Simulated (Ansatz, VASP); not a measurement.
**One calculation of BN, two programs**

Contents of INCAR:

```
SYSTEM = BN
PREC = Accurate
ENCUT = 520
EDIFF = 1E-7
ISMEAR = 0
SIGMA = 0.05
LREAL = .False.
LASPH = .True.
NELM = 120
ALGO = Normal
ISIF = 2
LWAVE = .False.
LCHARG = .False.
GGA = PS
IBRION = 2
NSW = 50
EDIFFG = -0.01
GGA_COMPAT = .False.
NELMIN = 4
```

Contents of KPOINTS:

```
Automatic mesh
0
Gamma
  12 12 4
  0 0 0
```

The input POSCAR:

```
BN
1.0
    2.5037762085      0.0000000000      0.0000000000
   -1.2518881043      2.1683338019      0.0000000000
    0.0000000000      0.0000000000      7.0340971178
B N
2 2
Direct
    0.3333333333      0.6666666667      0.2500000000
    0.6666666667      0.3333333333      0.7500000000
    0.3333333333      0.6666666667      0.7500000000
    0.6666666667      0.3333333333      0.2500000000
```

Input for Ansatz:

```yaml
crystal:
  lattice:
    - [2.5037762085, 0.0, 0.0]
    - [-1.2518881043, 2.1683338019, 0.0]
    - [0.0, 0.0, 7.0340971178]
  atoms:
    - { symbol: B, position: [0.3333333333, 0.6666666667, 0.25] }
    - { symbol: B, position: [0.6666666667, 0.3333333333, 0.75] }
    - { symbol: "N", position: [0.3333333333, 0.6666666667, 0.75] }
    - { symbol: "N", position: [0.6666666667, 0.3333333333, 0.25] }
basis:
  ecutwfc: 520.0
kpoints:
  mp_grid: { grid: [12, 12, 4] }
hamiltonian:
  xc: pbesol
  pseudopotentials: { kind: paw, azcp: { folder: soft_1 } }
scf:
  occupations: { method: gaussian, width: 0.05 }
output:
  forces: true
  stress: true
  eigenvalues: true
relax:
  adjacent_minimum: "off"
  f_tol: 0.01
  max_steps: 30
```

Change from the starting cell: normal strain along x +0.0000, normal strain along z +0.0000.

Alike in both runs: task relaxation of the atoms; functional PBEsol; k mesh 12 × 12 × 4; occupations gaussian, width 0.05 eV; no spin polarisation.

|  | VASP | Ansatz |
| --- | --- | --- |
| version | VASP 6.6.1 | Ansatz 0.2.0 |
| potentials or method | VASP PAW PBE potentials, release 64 (B, N), cutoff 520 eV | scalar-relativistic, plane waves, PAW |
| valence electrons in the cell | 16 | 16 |

Ansatz gave:

* gap on the k mesh at the Fermi level, each at its own relaxed structure (eV): 4.27

Question: Which values does VASP return?

Answer: gap on the k mesh at the Fermi level, each at its own relaxed structure (eV): 4.26.

VASP's potentials were made for PBE, not for PBEsol, and Ansatz warns of the same on its side. Ansatz's warnings: stress scf threshold loose.

Noted on VASP's run: the relaxation stopped at its first step, so nothing moved.
